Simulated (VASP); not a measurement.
A run of VASP 6.6.1:

INCAR

```
ALGO = Normal ; EDIFF = 1E-7
ENCUT = 520 ; GGA = PS
ISIF = 2 ; ISMEAR = 0
LASPH = True ; LCHARG = False
LREAL = False ; LWAVE = False
NBANDS = 16 ; NELM = 60
PREC = Accurate ; SIGMA = 0.05
```

File KPOINTS:

```
k-points
0
Gamma
  10 10 10
```

POSCAR

```
CdSe
1.0
    0.0000000000      2.9465024891      2.9465024891
    2.9465024891      0.0000000000      2.9465024891
    3.0270402238      3.0270402238     -0.0805377347
Cd Se
1 1
Direct
    0.0000000000      0.0000000000      0.0000000000
    0.7500000000      0.7500000000      0.7500000000
```

Potentials or basis: VASP PAW PBE potentials, release 64 (Cd, Se).

The run is started by

```sh
$ cat potpaw_PBE.64/Cd/POTCAR potpaw_PBE.64/Se/POTCAR > POTCAR
$ mpirun -np 1 vasp_std > vasp.out
```

Hardware: 1 thread of Intel(R) Xeon(R) Platinum 8559C (Emerald Rapids), on a shared host.

**Question.** Estimate the wall time of this run.

**Answer.** Wall time 42 s on 1 thread of Intel(R) Xeon(R) Platinum 8559C (Emerald Rapids), on a shared host, peak memory 0.24 GiB. Counts: scf iterations 14, k points 116.
